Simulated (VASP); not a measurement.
Wanted: the native input for a VASP 6.6.1 run.

* Task: single point
* Functional: LDA
* Potentials or basis: VASP PAW LDA potentials, release 64 (Nb_sv, H)
* Cutoff: 520 eV
* k mesh: 16 × 16 × 16
* Occupations: fermi-dirac, width 0.15 eV
* Spin: no spin polarisation
* Dipole correction: no
* Further INCAR settings: ALGO = Normal; EDIFF = 1e-07; NBANDS = 14

The structure of NbH2 lies in POSCAR:

```
NbH2
1.0
    0.0000000000      2.2638410951      2.2638410951
    2.2638410951      0.0000000000      2.2638410951
    2.2638410951      2.2638410951      0.0000000000
Nb H
1 2
Direct
    0.0000000000      0.0000000000      0.0000000000
    0.2500000000      0.2500000000      0.2500000000
    0.7500000000      0.7500000000      0.7500000000
```

One way to write it, as run:

INCAR

```
PREC = Accurate
ENCUT = 520
EDIFF = 1E-7
ISMEAR = -1
SIGMA = 0.15
LREAL = F
LASPH = T
NELM = 100
ALGO = Normal
ISIF = 2
LWAVE = F
LCHARG = F
GGA = CA
NBANDS = 14
```

KPOINTS

```
regular mesh
0
Gamma
  16 16 16
```

Potentials or basis: VASP PAW LDA potentials, release 64 (Nb_sv, H).

Run with:

```bash
$ cat potpaw_LDA.64/Nb_sv/POTCAR potpaw_LDA.64/H/POTCAR > POTCAR
$ mpirun -np 1 vasp_std > vasp.out
```

Results of the run:

| Property | Result |
| --- | --- |
| Pressure | -3.9 GPa |
| Band gap on the k mesh | zero (an odd number of electrons rules out a gap without spin polarisation) |

Caveat: the cell stands under tension.

Wall time 46 s on 1 thread of Intel Xeon 8259CL, with other jobs on the host, peak memory 0.16 GiB.
